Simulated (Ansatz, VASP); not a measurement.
# Two plane-wave programs on Si4N

```
CELL_PARAMETERS angstrom
1.38399 0.79905 11.23185
-1.38399 0.79905 11.23185
0.00000 -1.59809 11.23185
ATOMIC_POSITIONS crystal
Si 0.39893 0.39893 0.39893
Si 0.80019 0.80019 0.80019
Si 0.19981 0.19981 0.19981
Si 0.60107 0.60107 0.60107
N 0.00000 0.00000 0.00000
```

Change from the starting cell: species swapped into the RuRh4 type (R-3m, No. 166).

Alike in both runs: task single point; functional PBE; k mesh 6 × 6 × 6; occupations gaussian, width 0.1 eV; collinear spin.

|  | VASP | Ansatz |
| --- | --- | --- |
| version | VASP 6.6.1 | Ansatz 0.2.0 |
| potentials or method | VASP PAW PBE potentials, release 64 (Si, N), cutoff 520 eV | scalar-relativistic, plane waves, PAW |
| valence electrons in the cell | 21 | 21 |

Ansatz gave:

| Quantity | Value |
| --- | --- |
| gap on the k mesh at the Fermi level (eV) | none |
| pressure (GPa) | -10.4 |
| traceless stress, the component that is largest in VASP (GPa) | -3.10 |
| rms of the force components (eV/Å) | 0.719 |
| net moment per atom (μB) | 0.10 |
| size of the moment on the site where the two differ most (μB) | 0.53 |

Task: Which values does VASP return?

Result: gap on the k mesh at the Fermi level (eV): none; pressure (GPa): -10.5; traceless stress, the component that is largest in VASP (GPa): -3.10; rms of the force components (eV/Å): 0.718; net moment per atom (μB): 0.10; size of the moment on the site where the two differ most (μB): 0.41.

Site moments also hang on the region over which each program counts them. Atom by atom the forces differ by 0.001 eV/Å (rms over components). A gap of «none» marks a metal or a gap that the smearing closes. With one functional, cell and mesh, what is left measures potentials, basis and numerics.

The k mesh is coarse, so the values compare programs but aren't converged.
